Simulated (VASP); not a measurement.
# ZrC (Fm-3m) in VASP: notebook

ZrC is run at these levels: PBE; tasks: single point.

Program: VASP 6.6.1. These are calculated values, not measurements. Logs are shortened: lines on timing, memory, paths and dates and some standing lists are left out, and cuts for length are marked.

**1. The cell of the first run**

The structure is cubic, space group Fm-3m (No. 225). The conventional cell has a = 4.711 Å, b = 4.711 Å, c = 4.711 Å, α = 90.00°, β = 90.00°, γ = 90.00°. Within 3.1 Å of Zr (site symmetry m-3m) lie 6 C at 2.36 Å. C (site symmetry m-3m) has 6 Zr at 2.36 Å within 3.1 Å.

**2. Single point, PBE**

Input file INCAR:

```
  PREC = Accurate
  ENCUT = 600
  EDIFF = 1E-6
  ISMEAR = 0
  SIGMA = 0.2
  LREAL = False
  LASPH = True
  NELM = 120
  ALGO = Normal
  ISIF = 2
  LWAVE = False
  LCHARG = True
  GGA = PE
  LELF = True
  LVHAR = True
  NBANDS = 15
  GGA_COMPAT = False
```

Input file KPOINTS:

```
regular mesh
0
Gamma
  7 7 7
```

Input file POSCAR:

```
ZrC
1.0
    0.0000000000      2.3552689669      2.3552689669
    2.3552689669      0.0000000000      2.3552689669
    2.3552689669      2.3552689669      0.0000000000
Zr C
1 1
Direct
    0.0000000000      0.0000000000      0.0000000000
    0.5000000000      0.5000000000      0.5000000000
```

Potentials or basis: VASP PAW PBE potentials, release 64 (Zr_sv, C).

Command:

```
$ cat potpaw_PBE.64/Zr_sv/POTCAR potpaw_PBE.64/C/POTCAR > POTCAR
$ mpirun -np 1 vasp_std > vasp.out
```

OUTCAR:

```text
PREC = Accurate
   ENCUT = 600
   EDIFF = 1E-6
   ISMEAR = 0
   LREAL = False
   LASPH = True
   NELM = 120
   ISIF = 2
   GGA = PE

 ion  position               nearest neighbor table
   1  0.000  0.000  0.000-   2 2.36   2 2.36   2 2.36   2 2.36   2 2.36   2 2.36
   2  0.500  0.500  0.500-   1 2.36   1 2.36   1 2.36   1 2.36   1 2.36   1 2.36

  LATTYP: Found a face centered cubic cell.
 ALAT       =     4.7105379338

  Lattice vectors:

 A1 = (   0.0000000000,   2.3552689669,   2.3552689669)
 A2 = (   2.3552689669,   0.0000000000,   2.3552689669)
 A3 = (   2.3552689669,   2.3552689669,   0.0000000000)

Analysis of symmetry for initial positions (statically):
=====================================================================
 Subroutine PRICEL returns:
 Original cell was already a primitive cell.

 Routine SETGRP: Setting up the symmetry group for a
 face centered cubic supercell.

 Subroutine GETGRP returns: Found 48 space group operations
 (whereof 48 operations were pure point group operations)
 out of a pool of 48 trial point group operations.

The static configuration has the point symmetry O_h .

Analysis of symmetry for dynamics (positions and initial velocities):
=====================================================================
 Subroutine PRICEL returns:
 Original cell was already a primitive cell.

 Routine SETGRP: Setting up the symmetry group for a
 face centered cubic supercell.

 Subroutine GETGRP returns: Found 48 space group operations
 (whereof 48 operations were pure point group operations)
 out of a pool of 48 trial point group operations.

The dynamic configuration has the point symmetry O_h .

 Subroutine INISYM returns: Found 48 space group operations
 (whereof 48 operations are pure point group operations),
 and found     1 'primitive' translations

----------------------------------------------------------------------------------------

                                     Primitive cell

  volume of cell :      26.1307

  direct lattice vectors                    reciprocal lattice vectors
     0.000000000  2.355268967  2.355268967    -0.212289979  0.212289979  0.212289979
     2.355268967  0.000000000  2.355268967     0.212289979 -0.212289979  0.212289979
     2.355268967  2.355268967  0.000000000     0.212289979  0.212289979 -0.212289979

  length of vectors
     3.330853316  3.330853316  3.330853316     0.367697030  0.367697030  0.367697030

  position of ions in fractional coordinates (direct lattice)
     0.000000000  0.000000000  0.000000000
     0.500000000  0.500000000  0.500000000

  ion indices of the primitive-cell ions
   primitive index   ion index
                 1           1
                 2           2

----------------------------------------------------------------------------------------

 KPOINTS: regular mesh

Automatic generation of k-mesh.
 Grid dimensions read from file:
 generate k-points for:    7    7    7

 Generating k-lattice:

  Cartesian coordinates                     Fractional coordinates (reciprocal lattice)
    -0.030327140  0.030327140  0.030327140     0.142857143  0.000000000  0.000000000
     0.030327140 -0.030327140  0.030327140     0.000000000  0.142857143  0.000000000
     0.030327140  0.030327140 -0.030327140     0.000000000  0.000000000  0.142857143

  Length of vectors
     0.052528147  0.052528147  0.052528147

  Shift w.r.t. Gamma in fractional coordinates (k-lattice)
     0.000000000  0.000000000  0.000000000

 Subroutine IBZKPT returns following result:
 ===========================================

 Found     20 irreducible k-points:

 Following reciprocal coordinates:
            Coordinates               Weight
  0.000000  0.000000  0.000000      1.000000
  0.142857  0.000000  0.000000      8.000000
  0.285714  0.000000  0.000000      8.000000
  0.428571  0.000000  0.000000      8.000000
  0.142857  0.142857  0.000000      6.000000
  0.285714  0.142857  0.000000     24.000000
[... 12 lines left out ...]
 -0.428571  0.428571  0.142857     24.000000
 -0.285714  0.428571  0.142857     24.000000
   k-points           NKPTS =     20   k-points in BZ     NKDIM =     20   number of bands    NBANDS=     15
   number of dos      NEDOS =    301   number of ions     NIONS =      2
   total plane-waves  NPLWV =  21952
   dimension x,y,z NGX =    28 NGY =   28 NGZ =   28
   dimension x,y,z NGXF=    56 NGYF=   56 NGZF=   56
   ions per type =               1   1
   NGX,Y,Z   is equivalent  to a cutoff of  13.98, 13.98, 13.98 a.u.
   NGXF,Y,Z  is equivalent  to a cutoff of  27.95, 27.95, 27.95 a.u.
 SYSTEM =  unknown system
   PREC   = accura    normal or accurate (medium, high low for compatibility)
   ISTART =      0    job   : 0-new  1-cont  2-samecut
   ICHARG =      2    charge: 1-file 2-atom 10-const
   ISPIN  =      1    spin polarized calculation?
   LNONCOLLINEAR =      F non collinear calculations
   LSORBIT =      F    spin-orbit coupling
   LASPH  =      T    aspherical Exc in radial PAW
   ENCUT  =  600.0 eV  44.10 Ry    6.64 a.u.   6.65  6.65  6.65*2*pi/ulx,y,z
   NELM   =    120;   NELMIN=  2; NELMDL= -5     # of ELM steps
   EDIFF  = 0.1E-05   stopping-criterion for ELM
   LREAL  =      F    real-space projection
   EDIFFG = 0.1E-04   stopping-criterion for IOM
   NSW    =      0    number of steps for IOM
   IBRION =     -1    ionic relax: 0-MD 1-quasi-New 2-CG
   NFREE  =      0    steps in history (QN), initial steepest desc. (CG)
   ISIF   =      2    stress and relaxation
   ISYM   =      2    0-nonsym 1-usesym 2-fastsym
   POTIM  = 0.5000    time-step for ionic-motion
   TEBEG  =    0.0;   TEEND  =   0.0 temperature during run
   PSTRESS=    0.0 pullay stress
   NELECT =      16.0000    total number of electrons
   NUPDOWN=      -1.0000    fix difference up-down
   EMIN   =  10.00;   EMAX   =-10.00  energy-range for DOS
   EFERMI =   0.00;   METHOD = LEGACY
   ISMEAR =     0;   SIGMA  =   0.20  broadening in eV -4-tet -1-fermi 0-gaus
   EFERMI_NEDOS =   21; number of points for ismear=-14 and -15
   IALGO  =     38    algorithm
   IMIX   =      4    mixing-type and parameters
     AMIX     =   0.40;   BMIX     =  1.00
     AMIX_MAG =   1.60;   BMIX_MAG =  1.00
  volume/ion in A,a.u.               =      13.07        88.17
  Fermi-wavevector in a.u.,A,eV,Ry     =   1.390158  2.627019 26.293812  1.932541
  Thomas-Fermi vector in A             =   2.514120
   LORBIT       =      0    0 simple, 1 ext, 2 COOP (PROOUT), +10 PAW based schemes
   GGA     = PE    functional components
   LHFCALC =     F    Hartree Fock is set to
   AEXX    =    0.0000 exact exchange contribution
   IVDW    =     0    specifies the selected vdW correction
   LEPSILON=     F    determine dielectric tensor
   LRPA    =     F    only Hartree local field effects (RPA)
 non-spin polarized calculation
 Gauss-broadening in eV      SIGMA  =   0.20
  energy-cutoff  :      600.00
  volume of cell :       26.13
 maximum number of plane-waves:       893
   NGX = 13   NGY = 13   NGZ = 13

 number of electron      16.0000000 magnetization

 Free energy of the ion-electron system (eV)
  ---------------------------------------------------
  ext. energy  EPLUGINS =         0.00000000
  ---------------------------------------------------
  free energy    TOTEN  =       -19.46176630 eV

  energy without entropy =      -19.45451061  energy(sigma->0) =      -19.45813845

 E-fermi :   9.5088     XC(G=0): -12.1008

 val. band max:        9.3985034456   @ k =   0.1429   0.1429   0.0000
 cond. band min:       9.5161663964   @ k =   0.4286   0.4286   0.0000
 fundamental gap:      0.1176629508
 Fermi energy:         9.5087958822

 k-point     1 :       0.0000    0.0000    0.0000
  band No.  band energies     occupation
      1     -38.5943      2.00000
      2     -16.3091      2.00000
      3     -16.3091      2.00000
      4     -16.3091      2.00000
      5      -1.7416      2.00000
      6      10.4774      0.00000
      7      10.4774      0.00000
      8      10.4774      0.00000
      9      10.6293      0.00000
     10      10.6293      0.00000
     11      10.6293      0.00000
     12      12.3313      0.00000
     13      12.3313      0.00000
     14      16.7761      0.00000
     15      19.9907      0.00000

 k-point     2 :       0.1429    0.0000    0.0000
  band No.  band energies     occupation
      1     -38.5759      2.00000
      2     -16.4760      2.00000
      3     -16.3238      2.00000
      4     -16.3238      2.00000
      5      -1.2971      2.00000
      6       8.5049      2.00000
      7       8.9419      1.99994
      8       8.9419      1.99994
      9      11.2330      0.00000
     10      11.2330      0.00000
     11      11.6882      0.00000
     12      14.2004      0.00000
     13      14.2004      0.00000
     14      17.6540      0.00000
     15      21.1466      0.00000

 k-point     3 :       0.2857    0.0000    0.0000
  band No.  band energies     occupation
      1     -38.5343      2.00000
      2     -16.8328      2.00000
      3     -16.3567      2.00000
      4     -16.3567      2.00000
      5      -0.1769      2.00000
      6       6.2823      2.00000
      7       7.4911      2.00000
      8       7.4911      2.00000
      9      12.4364      0.00000
     10      12.4364      0.00000
     11      12.5770      0.00000
     12      16.9546      0.00000
     13      16.9546      0.00000
     14      18.5659      0.00000
     15      22.9234      0.00000
[... 271 lines left out ...]
 k-point    19 :      -0.4286    0.4286    0.1429
  band No.  band energies     occupation
      1     -38.4686      2.00000
      2     -16.9396      2.00000
      3     -16.6555      2.00000
      4     -16.5708      2.00000
      5      -0.1091      2.00000
      6       6.8676      2.00000
      7       7.3835      2.00000
      8       7.8893      2.00000
      9      10.9736      0.00000
     10      14.4181      0.00000
     11      15.1408      0.00000
     12      15.4154      0.00000
     13      17.5758      0.00000
     14      21.0484      0.00000
     15      22.0744      0.00000

 k-point    20 :      -0.2857    0.4286    0.1429
  band No.  band energies     occupation
      1     -38.4657      2.00000
      2     -16.8385      2.00000
      3     -16.8090      2.00000
      4     -16.5537      2.00000
      5       0.1677      2.00000
      6       6.4622      2.00000
      7       7.2061      2.00000
      8       7.4724      2.00000
      9      12.1728      0.00000
     10      13.3945      0.00000
     11      15.0787      0.00000
     12      16.6769      0.00000
     13      16.9412      0.00000
     14      22.3473      0.00000
     15      22.6262      0.00000

------------------------ aborting loop because EDIFF is reached ----------------------------------------

  FORCE on cell =-STRESS in cart. coord.  units (eV):
  Direction    XX          YY          ZZ          XY          YZ          ZX
  --------------------------------------------------------------------------------------
  -------------------------------------------------------------------------------------
  Total       -0.0068891     -0.0068891     -0.0068891      0.0000000      0.0000000      0.0000000
  in kB       -0.4223973     -0.4223973     -0.4223973      0.0000000      0.0000000      0.0000000
  external PRESSURE =      -0.4223973 kB  Pullay stress =       0.0000000 kB

 VOLUME and BASIS-vectors are now :
 -----------------------------------------------------------------------------
  energy-cutoff  :      600.00
  volume of cell :       26.13
      direct lattice vectors                 reciprocal lattice vectors
     0.000000000  2.355268967  2.355268967    -0.212289979  0.212289979  0.212289979
     2.355268967  0.000000000  2.355268967     0.212289979 -0.212289979  0.212289979
     2.355268967  2.355268967  0.000000000     0.212289979  0.212289979 -0.212289979

 POSITION                                       TOTAL-FORCE (eV/Angst)
 -----------------------------------------------------------------------------------
      0.00000      0.00000      0.00000         0.000000      0.000000      0.000000
      2.35527      2.35527      2.35527        -0.000000     -0.000000     -0.000000
 -----------------------------------------------------------------------------------
    total drift:                                0.000000      0.000000      0.000000

  FREE ENERGIE OF THE ION-ELECTRON SYSTEM (eV)
  ---------------------------------------------------
  free  energy   TOTEN  =       -19.4617662992 eV

  energy  without entropy=      -19.4545106073  energy(sigma->0) =      -19.45813845
```

Run time: 27 s. Hardware: 1 thread of Intel Xeon 8259CL, shared host; peak memory 0.16 GiB.

What came out:

* Free energy: -19.4618 eV
* Pressure: 0.0 GPa
* Band gap on the k mesh: zero (band 8 reaches 10.48 eV, above the bottom of band 9 at 9.20 eV)

Levels at points of the mesh, in eV from the Fermi level:
| k point | band 6 | band 7 | band 8 | band 9 | band 10 | band 11 |
| --- | --- | --- | --- | --- | --- | --- |
| (0.00, 0.00, 0.00) | 0.97 | 0.97 | 0.97 | 1.12 | 1.12 | 1.12 |

**3. Single point, PBE**

Input file INCAR:

```
ALGO     = Normal         # electronic algorithm
EDIFF    = 1E-6           # SCF threshold, eV
ENCUT    = 600            # plane-wave cutoff, eV
GGA      = PE             # functional
GGA_COMPAT= F            
ISIF     = 2              # what is computed and relaxed
ISMEAR   = 0              # smearing method
LASPH    = T              # aspherical terms in the spheres
LCHARG   = F              # write CHGCAR
LREAL    = F              # projectors in reciprocal space
LWAVE    = F              # write WAVECAR
NBANDS   = 15             # bands
NELM     = 120            # most SCF steps
PREC     = Accurate       # precision mode
SIGMA    = 0.2            # smearing width, eV
```

Input file KPOINTS:

```
k-points
0
Gamma
  7 7 7
```

Input file POSCAR:

```
ZrC
1.0
    0.0000000000      2.3550646876      2.3550646876
    2.3550646876      0.0000000000      2.3550646876
    2.3550646876      2.3550646876      0.0000000000
Zr C
1 1
Direct
    0.5000000000      0.5000000000      0.5000000000
    0.0000000000      0.0000000000      0.0000000000
```

Potentials or basis: VASP PAW PBE potentials, release 64 (Zr_sv, C).

Command:

```
$ cat potpaw_PBE.64/Zr_sv/POTCAR potpaw_PBE.64/C/POTCAR > POTCAR
$ mpirun -np 1 vasp_std > vasp.out
```

It took 29 s on 1 thread of Intel Xeon 8259CL, shared host; peak memory 0.15 GiB.

It converged, with:

| Quantity | Value |
| --- | --- |
| Free energy | -19.4618 eV |
| Pressure | 0.0 GPa |
| Band gap on the k mesh | zero (band 8 reaches 10.48 eV, above the bottom of band 9 at 9.20 eV) |

Levels at points of the mesh, in eV from the Fermi level:
| k point | band 6 | band 7 | band 8 | band 9 | band 10 | band 11 |
| --- | --- | --- | --- | --- | --- | --- |
| (0.00, 0.00, 0.00) | 0.97 | 0.97 | 0.97 | 1.12 | 1.12 | 1.12 |
